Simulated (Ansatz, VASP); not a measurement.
Ag in VASP and in Ansatz

INCAR

```
  PREC = Accurate
  ENCUT = 520
  EDIFF = 1E-8
  ISMEAR = -1
  SIGMA = 0.05
  LREAL = False
  LASPH = True
  NELM = 80
  ALGO = Normal
  ISIF = 2
  LWAVE = False
  LCHARG = False
  GGA = PE
  LEFG = True
  NBANDS = 12
```

KPOINTS

```
Automatic mesh
0
Gamma
  15 15 15
```

Contents of POSCAR:

```
Ag
1.0
    0.0000000000      2.0431000000      2.0022380000
    2.0431000000      0.0000000000      2.0022380000
    2.0431000000      2.0431000000      0.0000000000
Ag
1
Direct
    0.0000000000      0.0000000000      0.0000000000
```

Input for Ansatz:

```yaml
crystal:
  lattice:
    - [0.0, 2.0431, 2.002238]
    - [2.0431, 0.0, 2.002238]
    - [2.0431, 2.0431, 0.0]
  atoms:
    - { symbol: Ag, position: [0.0, 0.0, 0.0] }
kpoints:
  mp_grid: { grid: [15, 15, 15] }
scf:
  occupations: { method: fermi_dirac, width: 0.05 }
hamiltonian:
  xc: pbe
  pseudopotentials: { kind: all_electron, datasets: crystal }
output:
  forces: true
  stress: true
  eigenvalues: true
  efg: { contact_densities: true }
```

Change from the starting cell: zz strain of -2 %, crystal datasets.

Alike in both runs: task electric field gradients; functional PBE; k mesh 15 × 15 × 15; occupations fermi-dirac, width 0.05 eV; no spin polarisation.

```csv
,VASP,Ansatz
version,VASP 6.6.1,Ansatz 0.2.0
potentials or method,"VASP PAW PBE potentials, release 64 (Ag), cutoff 520 eV","all-electron PAW with datasets made for the crystal, scalar-relativistic"
```

```tsv
	VASP	Ansatz	Ansatz less VASP
pressure (GPa)	6.9	7.1	+0.17
traceless stress, the component that is largest in VASP (GPa)	0.08	0.09	+0.011
size of Vzz on the site where it differs most (V/Å²)	1.4	2.1	+0.70
```

Ansatz ran all-electron here, and VASP with PAW potentials.
